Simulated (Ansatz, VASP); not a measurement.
**ZnO in VASP and in Ansatz**

```xyz
8
Lattice="5.5176 0.0000 0.0000 0.0000 5.5176 0.0000 0.0000 0.0000 3.2588" Properties=species:S:1:pos:R:3 pbc="T T T"
Zn    1.0040    1.0040    1.6294
Zn    4.5135    4.5135    1.6294
Zn    3.7628    1.7547    0.0000
Zn    1.7547    3.7628    0.0000
O     4.5092    1.0084    1.6294
O     1.0084    4.5092    1.6294
O     3.7671    3.7671    0.0000
O     1.7504    1.7504    0.0000
```

Alike in both runs: task relaxation of cell and atoms; functional PBE; k mesh 1 × 1 × 1; occupations gaussian, width 0.02 eV; no spin polarisation.

```csv
,VASP,Ansatz
version,VASP 6.6.1,Ansatz 0.2.0
potentials or method,"VASP PAW PBE potentials, release 64 (Zn, O), cutoff 600 eV","scalar-relativistic, plane waves, PAW"
valence electrons in the cell,72,72
```

VASP gave:

| Quantity | Value |
| --- | --- |
| gap on the k mesh at the Fermi level, each at its own relaxed structure (eV) | 0.04 |
| relaxed volume (Å³/atom) | 13.52 |
| relaxed cell length with the largest relative difference (Å) | 6.830 |

Which values does Ansatz return?

gap on the k mesh at the Fermi level, each at its own relaxed structure (eV): 0.03; relaxed volume (Å³/atom): 13.68; relaxed cell length with the largest relative difference (Å): 6.880.

The k mesh is coarse, so the values compare programs but aren't converged.
